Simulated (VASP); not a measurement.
# BaTiO3 (P1) in VASP: single point with BLYP

Aim: the single point of BaTiO3 with BLYP.

Everything below comes from runs of VASP 6.6.1. Logs are shortened: lines on timing, memory, paths and dates and some standing lists are left out, and cuts for length are marked.

**1. The cell of the first run**

The typed cell holds 10 atoms: a = 4.127 Å, b = 5.809 Å, c = 5.856 Å, α = 89.96°, β = 90.67°, γ = 90.00°.

**2. Single point, BLYP**

File INCAR:

```
AGGAC = 1.0 ; AGGAX = 1.0
ALDAC = 0.0 ; ALDAX = 1.0
ALGO = Normal ; EDIFF = 1E-6
ENCUT = 520 ; GGA = B5
ISIF = 2 ; ISMEAR = -1
LASPH = T ; LCHARG = F
LREAL = F ; LWAVE = F
NBANDS = 51 ; NELM = 60
PREC = Accurate ; SIGMA = 0.05
```

File KPOINTS:

```
k-points
0
Gamma
  7 5 5
```

File POSCAR:

```
BaTiO3
1.0
   -2.9062137587     -1.6777472248     -2.4023606742
    2.9034533710     -5.0308519431      0.0016844383
   -2.9030402262     -1.6783063751      4.8012434422
Ba Ti O
2 2 6
Direct
   -0.0083666603      1.0000929290      1.0081950841
    0.9916134518      0.5000873809      0.5081852228
    0.4764259804      1.0001204877      0.5233055552
    0.4764398824      0.5001343878      0.0233010789
    0.5128428825      0.2427387772      0.7299470650
    0.5128410035      0.7427445311      0.2299487040
    0.5129491881      0.7570500929      0.7300157378
    0.5129504897      0.2570630129      0.2300115071
    1.0274432474     -0.0000149399      0.4872508978
    0.0274605345      0.4999833403     -0.0127608528
```

Potentials or basis: VASP PAW PBE potentials, release 64 (Ba_sv, Ti_sv, O).

Started as:

```bash
cat potpaw_PBE.64/Ba_sv/POTCAR potpaw_PBE.64/Ti_sv/POTCAR potpaw_PBE.64/O/POTCAR > POTCAR
mpirun -np 1 vasp_std > vasp.out
```

OUTCAR:

```text
EDIFF = 1E-6
   ENCUT = 520
   GGA = B5
   ISIF = 2
   ISMEAR = -1
   LASPH = T
   LREAL = F
   NELM = 60
   PREC = Accurate

 ion  position               nearest neighbor table
   1  0.992  0.000  0.008-   8 2.81   6 2.81   9 2.81  10 2.91   5 2.91  10 2.91   7 2.91   6 2.91
                             8 2.91   9 3.06   5 3.06   7 3.06   3 3.49   4 3.53   4 3.53   3 3.53
   2  0.992  0.500  0.508-   7 2.81   5 2.81  10 2.81   6 2.91   9 2.91   9 2.91   8 2.91   5 2.91
                             7 2.91  10 3.06   6 3.06   8 3.06   4 3.49   3 3.53   3 3.53   4 3.53
   3  0.476  0.000  0.523-   9 1.86   5 1.86   7 1.86   8 2.28   6 2.28   9 2.29   1 3.49   2 3.53
                             2 3.53   1 3.53   1 3.60   2 3.60   2 3.60   1 3.71
   4  0.476  0.500  0.023-  10 1.86   6 1.86   8 1.86   7 2.28   5 2.28  10 2.29   2 3.49   1 3.53
                             1 3.53   2 3.53   2 3.60   1 3.60   1 3.60   2 3.71
   5  0.513  0.243  0.730-   3 1.86   4 2.28   2 2.81   1 2.91   2 2.91   1 3.06
   6  0.513  0.743  0.230-   4 1.86   3 2.28   1 2.81   2 2.91   1 2.91   2 3.06
   7  0.513  0.757  0.730-   3 1.86   4 2.28   2 2.81   1 2.91   2 2.91   1 3.06
   8  0.513  0.257  0.230-   4 1.86   3 2.28   1 2.81   2 2.91   1 2.91   2 3.06
   9  0.027  1.000  0.487-   3 1.86   3 2.29   1 2.81   2 2.91   2 2.91   1 3.06
  10  0.027  0.500  0.987-   4 1.86   4 2.29   2 2.81   1 2.91   1 2.91   2 3.06

  LATTYP: Found a triclinic cell.
 ALAT       =     5.8563037349
 B/A-ratio  =     0.7047132396
 C/A-ratio  =     0.9918496133
 COS(alpha) =     0.0000669478
 COS(beta)  =     0.0006630953
 COS(gamma) =     0.0116549512

  Lattice vectors:

 A1 = (   2.9030402262,   1.6783063751,  -4.8012434422)
 A2 = (  -2.9062137587,  -1.6777472248,  -2.4023606742)
 A3 = (  -2.9034533710,   5.0308519431,  -0.0016844383)

Analysis of symmetry for initial positions (statically):
=====================================================================
 Subroutine PRICEL returns:
 Original cell was already a primitive cell.

 Routine SETGRP: Setting up the symmetry group for a
 triclinic supercell.

 Subroutine GETGRP returns: Found  1 space group operations
 (whereof  1 operations were pure point group operations)
 out of a pool of  2 trial point group operations.

The static configuration has the point symmetry C_1 .

Analysis of symmetry for dynamics (positions and initial velocities):
=====================================================================
 Subroutine PRICEL returns:
 Original cell was already a primitive cell.

 Routine SETGRP: Setting up the symmetry group for a
 triclinic supercell.

[... 131 lines left out ...]
   NELECT =      80.0000    total number of electrons
   NUPDOWN=      -1.0000    fix difference up-down
   EMIN   =  10.00;   EMAX   =-10.00  energy-range for DOS
   EFERMI =   0.00;   METHOD = LEGACY
   ISMEAR =    -1;   SIGMA  =   0.05  broadening in eV -4-tet -1-fermi 0-gaus
   EFERMI_NEDOS =   21; number of points for ismear=-14 and -15
   IALGO  =     38    algorithm
   IMIX   =      4    mixing-type and parameters
     AMIX     =   0.40;   BMIX     =  1.00
     AMIX_MAG =   1.60;   BMIX_MAG =  1.00
  volume/ion in A,a.u.               =      14.04        94.73
  Fermi-wavevector in a.u.,A,eV,Ry     =   1.357287  2.564900 25.065032  1.842228
  Thomas-Fermi vector in A             =   2.484218
   LORBIT       =      0    0 simple, 1 ext, 2 COOP (PROOUT), +10 PAW based schemes
   GGA     = B5    functional components
   LHFCALC =     F    Hartree Fock is set to
   AEXX    =    0.0000 exact exchange contribution
   IVDW    =     0    specifies the selected vdW correction
   LEPSILON=     F    determine dielectric tensor
   LRPA    =     F    only Hartree local field effects (RPA)
 non-spin polarized calculation
  energy-cutoff  :      520.00
  volume of cell :      140.38
 maximum number of plane-waves:      3794
   NGX = 15   NGY = 21   NGZ = 21

 number of electron      79.9999997 magnetization

 Free energy of the ion-electron system (eV)
  ---------------------------------------------------
  ext. energy  EPLUGINS =         0.00000000
  ---------------------------------------------------
  free energy    TOTEN  =       -76.54281685 eV

  energy without entropy =      -76.54281685  energy(sigma->0) =      -76.54281685

 E-fermi :   4.5382     XC(G=0): -10.2553

 val. band max:        3.3641270075   @ k =   0.4286  -0.0000   0.0000
 cond. band min:       6.1251011007   @ k =   0.0000   0.2000  -0.0000
 fundamental gap:      2.7609740932
 Fermi energy:         4.5381860623

 k-point     1 :       0.0000    0.0000    0.0000
  band No.  band energies     occupation
      1     -52.7093      2.00000
      2     -52.7081      2.00000
      3     -29.1448      2.00000
      4     -29.1352      2.00000
      5     -29.1172      2.00000
      6     -29.1057      2.00000
[... 1285 lines left out ...]
     50       9.8200      0.00000
     51       9.9733      0.00000

 [... further k-points ...]

------------------------ aborting loop because EDIFF is reached ----------------------------------------

  FORCE on cell =-STRESS in cart. coord.  units (eV):
  Direction    XX          YY          ZZ          XY          YZ          ZX
  --------------------------------------------------------------------------------------
  -------------------------------------------------------------------------------------
  Total        1.4690401      1.4693042      1.3037005      0.0009412     -0.0004109      0.0017762
  in kB       16.7665920     16.7696061     14.8795221      0.0107425     -0.0046895      0.0202717
  external PRESSURE =      16.1385734 kB  Pullay stress =       0.0000000 kB

 VOLUME and BASIS-vectors are now :
 -----------------------------------------------------------------------------
  energy-cutoff  :      520.00
  volume of cell :      140.38
      direct lattice vectors                 reciprocal lattice vectors
    -2.906213759 -1.677747225 -2.402360674    -0.172046161 -0.099339382 -0.138751316
     2.903453371 -5.030851943  0.001684438     0.086104369 -0.149080130 -0.000049505
    -2.903040226 -1.678306375  4.801243442    -0.086115602 -0.049653368  0.138853484

 POSITION                                       TOTAL-FORCE (eV/Angst)
 -----------------------------------------------------------------------------------
     -2.90542     -1.67793     -2.34291        -0.000064      0.000177     -0.049525
     -2.90514     -5.03243      0.05855        -0.000668      0.000181     -0.049441
     -2.90342     -1.67820      1.36797        -0.000894     -0.000370     -0.170264
     -0.00016     -3.35455     -1.03186        -0.000847      0.000919     -0.170335
     -2.90472     -3.30668      2.27303         0.000065     -0.081432      0.073385
     -0.00145     -4.98298     -0.12674         0.000101     -0.082052      0.073587
     -1.41195     -5.89440      2.27397        -0.069703      0.040286      0.072987
     -1.41211     -2.53988     -0.12752        -0.069943      0.040487      0.072990
      1.40915     -5.89458      2.27517         0.070771      0.040992      0.073035
     -1.49412     -4.21830      4.67485         0.071182      0.040811      0.073580
 -----------------------------------------------------------------------------------
    total drift:                               -0.000997     -0.000589     -0.003020

  FREE ENERGIE OF THE ION-ELECTRON SYSTEM (eV)
  ---------------------------------------------------
  free  energy   TOTEN  =       -76.5428168540 eV

  energy  without entropy=      -76.5428168540  energy(sigma->0) =      -76.54281685
```

OSZICAR:

```text
N       E                     dE             d eps       ncg     rms          rms(c)
DAV:   1     0.999239174402E+03    0.99924E+03   -0.39951E+04  8976   0.168E+03
DAV:   2     0.507159900491E+02   -0.94852E+03   -0.88955E+03 10108   0.479E+02
DAV:   3    -0.905695503431E+02   -0.14129E+03   -0.13923E+03 11692   0.181E+02
[... 11 lines left out ...]
DAV:  15    -0.765428195635E+02   -0.45693E-05   -0.67178E-05 12733   0.599E-02    0.148E-02
DAV:  16    -0.765428170279E+02    0.25357E-05   -0.22075E-05 13341   0.273E-02    0.818E-03
DAV:  17    -0.765428183518E+02   -0.13239E-05   -0.60262E-06 10864   0.228E-02    0.982E-03
DAV:  18    -0.765428167690E+02    0.15828E-05   -0.25658E-06  8311   0.180E-02    0.119E-03
DAV:  19    -0.765428168540E+02   -0.85023E-07   -0.43105E-07  5306   0.354E-03
   1 F= -.76542817E+02 E0= -.76542817E+02  d E =-.114630E-10
```

stdout:

```text
POSCAR found type information on POSCAR BaTiO
 POSCAR found :  3 types and      10 ions
 scaLAPACK will be used
 -----------------------------------------------------------------------------
|                                                                             |
|                                                                             |
|     You enforced a specific xc type in the INCAR file but a different       |
|     I HOPE YOU KNOW WHAT YOU ARE DOING!                                     |
|                                                                             |
 -----------------------------------------------------------------------------

 LDA part: xc-table for (Slater(with rela. corr.)+VWN5), standard interpolation
 POSCAR, INCAR and KPOINTS ok, starting setup
 FFT: planning ... GRIDC
 FFT: planning ... GRID_SOFT
 FFT: planning ... GRID
 WAVECAR not read
 entering main loop
```

Run time: 30 min. Hardware: 1 thread of Intel Xeon 8259CL, shared host; peak memory 0.59 GiB.

Results:

```yaml
Free_energy: -76.5428 eV
Pressure: 1.6 GPa
Largest_force: 0.170 eV/Å
Band_gap_on_the_k_mesh: 2.76 eV
```

Forces in eV/Å, atoms in the order of the input:
```
Ba   0.000  0.000 -0.050
Ba  -0.001  0.000 -0.049
Ti  -0.001  0.000 -0.170
Ti  -0.001  0.001 -0.170
O    0.000 -0.081  0.073
O    0.000 -0.082  0.074
O   -0.070  0.040  0.073
O   -0.070  0.040  0.073
O    0.071  0.041  0.073
O    0.071  0.041  0.074
```

Caveat: the PAW data sets were made with another functional, which shifts forces and pressure a little; spin-orbit coupling is left out, which moves the levels of the heavy elements.
